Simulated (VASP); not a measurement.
Here is a VASP 6.6.1 calculation.

The input INCAR:

```
PREC = Accurate ; ENCUT = 520
EDIFF = 1E-6 ; ISMEAR = -1
SIGMA = 0.1 ; LREAL = F
LASPH = T ; NELM = 80
ALGO = Normal ; ISIF = 2
LWAVE = F ; LCHARG = T
GGA = PE ; LELF = T
LVHAR = T ; NBANDS = 28
```

KPOINTS

```
regular mesh
0
Gamma
  9 9 12
```

The input POSCAR:

```
Pb
1.0
    5.6953065649      0.0000000000      0.0000000000
   -2.8476532825      4.9322801676      0.0000000000
    0.0000000000      0.0000000000      3.4417650980
Pb
3
Direct
    0.0000000000      0.0000000000      0.0000000000
    0.3333333333      0.6666666667      0.5000000000
    0.6666666667      0.3333333333      0.5000000000
```

Potentials or basis: VASP PAW PBE potentials, release 64 (Pb_d).

The run is started by

```console
$ cat potpaw_PBE.64/Pb_d/POTCAR > POTCAR
$ mpirun -np 1 vasp_std > vasp.out
```

What does it give for the pressure?

-0.2 GPa.

Estimate the band gap on the k mesh.

zero (band 21 reaches 8.28 eV, above the bottom of band 22 at 4.72 eV).

Caveat: spin-orbit coupling is left out, which moves the levels of the heavy elements.
